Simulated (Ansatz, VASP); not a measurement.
# One calculation of C, two programs

```
C
1.0
     0.00000    1.78340    1.78340
     1.78340    0.00000    1.78340
     1.78340    1.78340    0.00000
C
2
Cartesian
  1.7834 1.7834 1.7834
  2.6751 2.6751 2.6751
```

Alike in both runs: task single point; functional PBE; k mesh 16 × 16 × 16; occupations fermi-dirac, width 0.03 eV; no spin polarisation.

|  | VASP | Ansatz |
| --- | --- | --- |
| version | VASP 6.6.1 | Ansatz 0.2.0 |
| potentials or method | VASP PAW PBE potentials, release 64 (C), cutoff 520 eV | all-electron LAPW, scalar-relativistic |

```tsv
	VASP	Ansatz	Ansatz less VASP
gap on the k mesh at the Fermi level (eV)	4.13	4.22	+0.087
pressure (GPa)	2.4	3.0	+0.52
```

Ansatz ran all-electron here, and VASP with PAW potentials.
